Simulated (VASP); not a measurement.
# SiGe3 (R-3m) in VASP: single point with PBEsol

Aim: the single point of SiGe3 with PBEsol.

Everything below comes from runs of VASP 6.6.1. Logs are shortened: lines on timing, memory, paths and dates and some standing lists are left out, and cuts for length are marked.

## Step 1: The cell of the first run

Symmetry: R-3m, No. 166, trigonal system. The conventional cell has a = 7.928 Å, b = 7.928 Å, c = 9.710 Å, α = 90.00°, β = 90.00°, γ = 120.00°. Within 3.1 Å of Si (site symmetry 3m) lie 1 Si at 2.37 Å and 3 Ge at 2.41 Å. Within 3.2 Å of Ge (site symmetry m) lie 1 Si at 2.41 Å and 3 Ge at 2.45 Å.

## Step 2: Single point, PBEsol

INCAR

```
SYSTEM = SiGe3
ALGO     = Normal         ! electronic algorithm
EDIFF    = 1E-7           ! SCF threshold, eV
ENCUT    = 520            ! plane-wave cutoff, eV
GGA      = PS             ! functional
ISIF     = 2              ! what is computed and relaxed
ISMEAR   = 0              ! smearing method
LASPH    = .TRUE.         ! aspherical terms in the spheres
LCHARG   = .FALSE.        ! write CHGCAR
LREAL    = .FALSE.        ! projectors in reciprocal space
LWAVE    = .FALSE.        ! write WAVECAR
NBANDS   = 56             ! bands
NELM     = 100            ! most SCF steps
PREC     = Accurate       ! precision mode
SIGMA    = 0.02           ! smearing width, eV
```

KPOINTS

```
k-points
0
G
  6 6 6
  0 0 0
```

POSCAR

```
SiGe3
1.0
    5.6058417062      0.0000000000      0.0000000000
    0.0000000000      5.6058417062      0.0000000000
    0.0000000000      0.0000000000      5.6058417062
Si Ge
2 6
Direct
   -0.0027377780      0.0027377780     -0.0027377780
    0.7527377780      0.2472622220      0.7527377780
   -0.0028831429      0.4971040277      0.5028959723
    0.5028959723      0.0028831429      0.5028959723
    0.5028959723      0.4971040277     -0.0028831429
    0.2471040277      0.2471168571      0.2471040277
    0.2471040277      0.7528959723      0.7528831429
    0.7528831429      0.7528959723      0.2471040277
```

Potentials or basis: VASP PAW PBE potentials, release 64 (Si, Ge_d).

Started as:

```bash
$ cat potpaw_PBE.64/Si/POTCAR potpaw_PBE.64/Ge_d/POTCAR > POTCAR
$ mpirun -np 1 vasp_std > vasp.out
```

OUTCAR:

```text
SYSTEM = SiGe3
   EDIFF = 1E-7
   ENCUT = 520
   GGA = PS
   ISIF = 2
   ISMEAR = 0
   LASPH = .TRUE.
   LREAL = .FALSE.
   NELM = 100
   PREC = Accurate

 ion  position               nearest neighbor table
   1  0.997  0.003  0.997-   2 2.37   7 2.41   8 2.41   6 2.41
   2  0.753  0.247  0.753-   1 2.37   3 2.41   4 2.41   5 2.41
   3  0.997  0.497  0.503-   2 2.41   6 2.45   7 2.45   8 2.45
   4  0.503  0.003  0.503-   2 2.41   7 2.45   8 2.45   6 2.45
   5  0.503  0.497  0.997-   2 2.41   6 2.45   8 2.45   7 2.45
   6  0.247  0.247  0.247-   1 2.41   3 2.45   5 2.45   4 2.45
   7  0.247  0.753  0.753-   1 2.41   3 2.45   4 2.45   5 2.45
   8  0.753  0.753  0.247-   1 2.41   4 2.45   5 2.45   3 2.45

  LATTYP: Found a simple cubic cell.
 ALAT       =     5.6058417062

  Lattice vectors:

 A1 = (   5.6058417062,   0.0000000000,   0.0000000000)
 A2 = (   0.0000000000,   5.6058417062,   0.0000000000)
 A3 = (   0.0000000000,   0.0000000000,   5.6058417062)

Analysis of symmetry for initial positions (statically):
=====================================================================
 Subroutine PRICEL returns:
 Original cell was already a primitive cell.

 Routine SETGRP: Setting up the symmetry group for a
 simple cubic supercell.

 Subroutine GETGRP returns: Found 12 space group operations
 (whereof  6 operations were pure point group operations)
 out of a pool of 48 trial point group operations.

The static configuration has the point symmetry C_3v.
 The point group associated with its full space group is D_3d.

Analysis of symmetry for dynamics (positions and initial velocities):
=====================================================================
 Subroutine PRICEL returns:
 Original cell was already a primitive cell.

 Routine SETGRP: Setting up the symmetry group for a
 simple cubic supercell.

 Subroutine GETGRP returns: Found 12 space group operations
 (whereof  6 operations were pure point group operations)
 out of a pool of 48 trial point group operations.

The dynamic configuration has the point symmetry C_3v.
 The point group associated with its full space group is D_3d.

 Subroutine INISYM returns: Found 12 space group operations
 (whereof  6 operations are pure point group operations),
 and found     1 'primitive' translations

----------------------------------------------------------------------------------------

                                     Primitive cell

  volume of cell :     176.1662
[... 102 lines left out ...]
   LREAL  =      F    real-space projection
   EDIFFG = 0.1E-05   stopping-criterion for IOM
   NSW    =      0    number of steps for IOM
   IBRION =     -1    ionic relax: 0-MD 1-quasi-New 2-CG
   NFREE  =      0    steps in history (QN), initial steepest desc. (CG)
   ISIF   =      2    stress and relaxation
   ISYM   =      2    0-nonsym 1-usesym 2-fastsym
   POTIM  = 0.5000    time-step for ionic-motion
   TEBEG  =    0.0;   TEEND  =   0.0 temperature during run
   PSTRESS=    0.0 pullay stress
   NELECT =      92.0000    total number of electrons
   NUPDOWN=      -1.0000    fix difference up-down
   EMIN   =  10.00;   EMAX   =-10.00  energy-range for DOS
   EFERMI =   0.00;   METHOD = LEGACY
   ISMEAR =     0;   SIGMA  =   0.02  broadening in eV -4-tet -1-fermi 0-gaus
   EFERMI_NEDOS =   21; number of points for ismear=-14 and -15
   IALGO  =     38    algorithm
   IMIX   =      4    mixing-type and parameters
     AMIX     =   0.40;   BMIX     =  1.00
     AMIX_MAG =   1.60;   BMIX_MAG =  1.00
  volume/ion in A,a.u.               =      22.02       148.60
  Fermi-wavevector in a.u.,A,eV,Ry     =   1.318348  2.491316 23.647476  1.738040
  Thomas-Fermi vector in A             =   2.448324
   LORBIT       =      0    0 simple, 1 ext, 2 COOP (PROOUT), +10 PAW based schemes
   GGA     = PS    functional components
   LHFCALC =     F    Hartree Fock is set to
   AEXX    =    0.0000 exact exchange contribution
   IVDW    =     0    specifies the selected vdW correction
   LEPSILON=     F    determine dielectric tensor
   LRPA    =     F    only Hartree local field effects (RPA)
 non-spin polarized calculation
 Gauss-broadening in eV      SIGMA  =   0.02
  energy-cutoff  :      520.00
  volume of cell :      176.17
 maximum number of plane-waves:      4780
 NGX is ok and might be reduce to    42
   NGX = 21   NGY = 21   NGZ = 21

 number of electron      92.0000001 magnetization

 Free energy of the ion-electron system (eV)
  ---------------------------------------------------
  ext. energy  EPLUGINS =         0.00000000
  ---------------------------------------------------
  free energy    TOTEN  =       -41.04443422 eV

  energy without entropy =      -41.04443422  energy(sigma->0) =      -41.04443422

 E-fermi :   5.1456     XC(G=0):  -9.9943

 val. band max:        5.0486349932   @ k =   0.0000   0.0000   0.0000
 cond. band min:       5.2641467874   @ k =   0.5000   0.5000   0.5000
 fundamental gap:      0.2155117943
 Fermi energy:         5.1455737447

 k-point     1 :       0.0000    0.0000    0.0000
  band No.  band energies     occupation
      1     -19.6031      2.00000
      2     -19.5970      2.00000
      3     -19.5970      2.00000
      4     -19.5891      2.00000
      5     -19.5462      2.00000
      6     -19.5462      2.00000
[... 1405 lines left out ...]
     55       9.6995      0.00000
     56       9.7618      0.00000

 [... further k-points ...]
[... 5 lines left out ...]
  --------------------------------------------------------------------------------------
  -------------------------------------------------------------------------------------
  Total       -0.0507673     -0.0507673     -0.0507673      0.0235593      0.0235593     -0.0235593
  in kB       -0.4617132     -0.4617132     -0.4617132      0.2142649      0.2142649     -0.2142649
  external PRESSURE =      -0.4617132 kB  Pullay stress =       0.0000000 kB

 VOLUME and BASIS-vectors are now :
 -----------------------------------------------------------------------------
  energy-cutoff  :      520.00
  volume of cell :      176.17
      direct lattice vectors                 reciprocal lattice vectors
     5.605841706  0.000000000  0.000000000     0.178385344  0.000000000  0.000000000
     0.000000000  5.605841706  0.000000000     0.000000000  0.178385344  0.000000000
     0.000000000  0.000000000  5.605841706     0.000000000  0.000000000  0.178385344

 POSITION                                       TOTAL-FORCE (eV/Angst)
 -----------------------------------------------------------------------------------
      5.59049      0.01535      5.59049         0.005592     -0.005592      0.005592
      4.21973      1.38611      4.21973        -0.005592      0.005592     -0.005592
      5.58968      2.78669      2.81916        -0.000475     -0.000317      0.000317
      2.81916      0.01616      2.81916         0.000317      0.000475      0.000317
      2.81916      2.78669      5.58968         0.000317     -0.000317     -0.000475
      1.38523      1.38530      1.38523        -0.000317     -0.000475     -0.000317
      1.38523      4.22062      4.22054        -0.000317      0.000317      0.000475
      4.22054      4.22062      1.38523         0.000475      0.000317     -0.000317
 -----------------------------------------------------------------------------------
    total drift:                               -0.000000      0.000000      0.000000

  FREE ENERGIE OF THE ION-ELECTRON SYSTEM (eV)
  ---------------------------------------------------
  free  energy   TOTEN  =       -41.0444342197 eV

  energy  without entropy=      -41.0444342197  energy(sigma->0) =      -41.04443422
```

stdout:

```text
POSCAR found type information on POSCAR SiGe
 POSCAR found :  2 types and       8 ions
 scaLAPACK will be used
 -----------------------------------------------------------------------------
|                                                                             |
|                                                                             |
|     You enforced a specific xc type in the INCAR file but a different       |
|     I HOPE YOU KNOW WHAT YOU ARE DOING!                                     |
|                                                                             |
 -----------------------------------------------------------------------------

 LDA part: xc-table for (Slater+PW92), standard interpolation
 POSCAR, INCAR and KPOINTS ok, starting setup
 FFT: planning ... GRIDC
 FFT: planning ... GRID_SOFT
 FFT: planning ... GRID
 WAVECAR not read
 entering main loop
```

It took 3.5 min on 1 thread of Intel Xeon Platinum 8488C (Sapphire Rapids), shared host; peak memory 0.39 GiB.

Results:

- Free energy: -41.0444 eV
- Pressure: 0.0 GPa
- Largest force: 0.010 eV/Å
- Band gap on the k mesh: 0.22 eV, indirect (least direct gap 0.48 eV)

Forces in eV/Å, atoms in the order of the input:
```
Si   0.006 -0.006  0.006
Si  -0.006  0.006 -0.006
Ge   0.000  0.000  0.000
Ge   0.000  0.000  0.000
Ge   0.000  0.000  0.000
Ge   0.000  0.000  0.000
Ge   0.000  0.000  0.000
Ge   0.000  0.000  0.000
```

Caveat: the PAW data sets were made with another functional, which shifts forces and pressure a little. A k mesh can miss the band edges.
